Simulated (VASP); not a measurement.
Set up this calculation in VASP 6.6.1, as the native input.

* Task: single point
* Functional: PBE
* Potentials or basis: VASP PAW PBE potentials, release 64 (Li_sv, Ta_pv, O)
* Cutoff: 520 eV
* k mesh: 6 × 6 × 6
* Occupations: gaussian, width 0.1 eV
* Spin: collinear spin, ferromagnetic start
* Starting moments: [0.0, 0.0, 1.0, 0.0, 0.0] μB
* Dipole correction: no
* Further INCAR settings: ALGO = Normal; EDIFF = 1e-07; NBANDS = 26

The structure of Li2TaO2 lies in POSCAR:

```
Li2TaO2
1.0
    4.3188874000      0.0000000000      0.0000000000
   -2.1594437000      3.7402662000      0.0000000000
    0.0000000000      0.0000000000      3.6516839000
Li Ta O
2 1 2
Direct
    0.3333333300      0.6666666700      0.5000000000
    0.6666666700      0.3333333300      0.5000000000
    0.0000000000      0.0000000000      0.0000000000
    0.3333333300      0.6666666700      0.0000000000
    0.6666666700      0.3333333300      0.0000000000
```

One way to write it, as run:

INCAR

```
SYSTEM = Li2TaO2
PREC     = Accurate       ! precision mode
ENCUT    = 520            ! plane-wave cutoff, eV
EDIFF    = 1E-7           ! SCF threshold, eV
ISMEAR   = 0              ! smearing method
SIGMA    = 0.1            ! smearing width, eV
LREAL    = .FALSE.        ! projectors in reciprocal space
LASPH    = .TRUE.         ! aspherical terms in the spheres
NELM     = 150            ! most SCF steps
ALGO     = Normal         ! electronic algorithm
ISIF     = 2              ! what is computed and relaxed
LWAVE    = .FALSE.        ! write WAVECAR
LCHARG   = .FALSE.        ! write CHGCAR
ISPIN    = 2              ! spin polarisation
MAGMOM   = 0 0 1 0 0      ! initial moments
LORBIT   = 11             ! projections on sites
LMAXMIX  = 4              ! l up to which the mixer works
GGA      = PE             ! functional
NBANDS   = 26             ! bands
```

KPOINTS

```
regular mesh
0
G
  6 6 6
  0 0 0
```

Potentials or basis: VASP PAW PBE potentials, release 64 (Li_sv, Ta_pv, O).

Command:

```sh
$ cat potpaw_PBE.64/Li_sv/POTCAR potpaw_PBE.64/Ta_pv/POTCAR potpaw_PBE.64/O/POTCAR > POTCAR
$ mpirun -np 1 vasp_std > vasp.out
```

It gave:

* Net moment: 0.00 μB per cell
* Valence electrons inside the program's atomic spheres: Li 2.12; Ta 8.30; O 4.93

It took 31 s on 1 thread of Intel(R) Xeon(R) 6975P-C (Granite Rapids), on a shared host, peak memory 0.23 GiB.
